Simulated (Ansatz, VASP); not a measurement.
**Two plane-wave programs on In**

The input INCAR:

```
SYSTEM = In
PREC     = Accurate       ! precision mode
ENCUT    = 520            ! plane-wave cutoff, eV
EDIFF    = 1E-8           ! SCF threshold, eV
ISMEAR   = -1             ! smearing method
SIGMA    = 0.05           ! smearing width, eV
LREAL    = .False.        ! projectors in reciprocal space
LASPH    = .True.         ! aspherical terms in the spheres
NELM     = 80             ! most SCF steps
ALGO     = Normal         ! electronic algorithm
ISIF     = 2              ! what is computed and relaxed
LWAVE    = .False.        ! write WAVECAR
LCHARG   = .False.        ! write CHGCAR
GGA      = PE             ! functional
LEFG     = .True.       
NBANDS   = 12             ! bands
```

KPOINTS

```
regular mesh
0
Gamma
  14 14 14
  0 0 0
```

POSCAR

```
In
1.0
   -1.6041723059      1.6041723059      2.4405141445
    1.6041723059     -1.6041723059      2.4405141445
    1.6041723059      1.6041723059     -2.4405141445
In
1
Direct
    0.0000000000      0.0000000000      0.0000000000
```

Input for Ansatz:

```yaml
crystal:
  lattice:
    - [-1.6041723059, 1.6041723059, 2.4405141445]
    - [1.6041723059, -1.6041723059, 2.4405141445]
    - [1.6041723059, 1.6041723059, -2.4405141445]
  atoms:
    - { symbol: In, position: [0.0, 0.0, 0.0] }
kpoints:
  mp_grid: { grid: [14, 14, 14] }
scf:
  occupations: { method: fermi_dirac, width: 0.05 }
hamiltonian:
  xc: pbe
  pseudopotentials: { kind: paw }
output:
  forces: true
  stress: true
  eigenvalues: true
  efg: { contact_densities: true }
```

Change from the starting cell: volume scaled by 0.96, PAW files.

Alike in both runs: task electric field gradients; functional PBE; k mesh 14 × 14 × 14; occupations fermi-dirac, width 0.05 eV; no spin polarisation.

|  | VASP | Ansatz |
| --- | --- | --- |
| version | VASP 6.6.1 | Ansatz 0.2.0 |
| potentials or method | VASP PAW PBE potentials, release 64 (In_d) | PAW with Ansatz's default frozen-core files, scalar-relativistic |
| plane-wave cutoff (eV) | 520 | 420 |
| valence electrons in the cell | 13 | 13 |

Ansatz gave:

```
pressure (GPa)                                                : 4.0
traceless stress, the component that is largest in VASP (GPa) : 0.25
size of Vzz on the site where it differs most (V/Å²)          : 22.7
```

Question: What did VASP give for the same quantities?

Answer: Pressure (GPa): 4.0; traceless stress, the component that is largest in VASP (GPa): 0.24; size of Vzz on the site where it differs most (V/Å²): 22.3.

The functional is the same, so the differences come from potentials, cutoffs and numerics.
